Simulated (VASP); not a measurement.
# BiTe: single point with r2SCAN

The system is BiTe.

```
Bi Te
1.0
     2.40645    1.38936    3.29503
    -2.40645    1.38936    3.29503
     0.00000   -2.77873    3.29503
Bi Te
1 1
Direct
  0.50000 0.50000 0.50000
  0.00000 0.00000 0.00000
```

* Program: VASP 6.6.1
* Task: single point
* Functional: r2SCAN
* Potentials or basis: VASP PAW PBE potentials, release 64 (Bi_d, Te)
* Cutoff: 520 eV
* k mesh: 7 × 7 × 7
* Occupations: fermi-dirac, width 0.05 eV
* Spin: no spin polarisation

```json
{
  "Pressure": "0.4 GPa"
}
```

Stress tensor (GPa, compression positive):
```
0.45 0.00 0.00
0.00 0.45 0.00
0.00 0.00 0.32
```

Levels at points of the mesh, in eV from the Fermi level:
```
           k point  band 8  band 9  band 10  band 11  band 12  band 13
(0.00, 0.00, 0.00)   -3.26   -3.26    -1.88     1.92     2.68     2.68
```

It took 2.5 min on 1 thread of Intel Xeon 8259CL, with other jobs on the host, peak memory 0.22 GiB.

Caveat: the PAW data sets were made with another functional, which shifts forces and pressure a little; spin-orbit coupling is left out, which moves the levels of the heavy elements.
